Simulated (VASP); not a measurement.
Runs of VASP 6.6.1 on ScPt. The structure is that of space group Pm-3m (No. 221), or close to it. The cells are those of the table. 

```tsv
task	cell	cutoff (eV)	smearing	gap on the mesh (eV)	pressure (GPa)	relaxed volume (Å³/atom)
single point	a = 3.230 Å, 2 atoms	520	fermi-dirac 0.15 eV	none	0.7	-
relaxation of cell and atoms	relaxed from a = 3.229 Å, 2 atoms	600	fermi-dirac 0.15 eV	none	0.0	(a)
relaxation of cell and atoms	relaxed from a = 3.270 Å, 2 atoms	600	gaussian 0.1 eV	none	0.0	16.93
single point	a = 3.229 Å, 2 atoms	520	gaussian 0.1 eV	none	0.7	-
```

Alike in all rows: level LDA; potentials or basis VASP PAW LDA potentials, release 64 (Sc_sv, Pt); no spin polarisation; k mesh 14 × 14 × 14.

Question: Estimate the missing entries.

Answer: (a) 16.92.

Caveats: spin-orbit coupling is left out, which moves the levels of the heavy elements.

A k mesh can miss the band edges, and the runs leave out spin-orbit coupling on Pt.

A gap of «none» marks levels without a gap at the run's occupations.
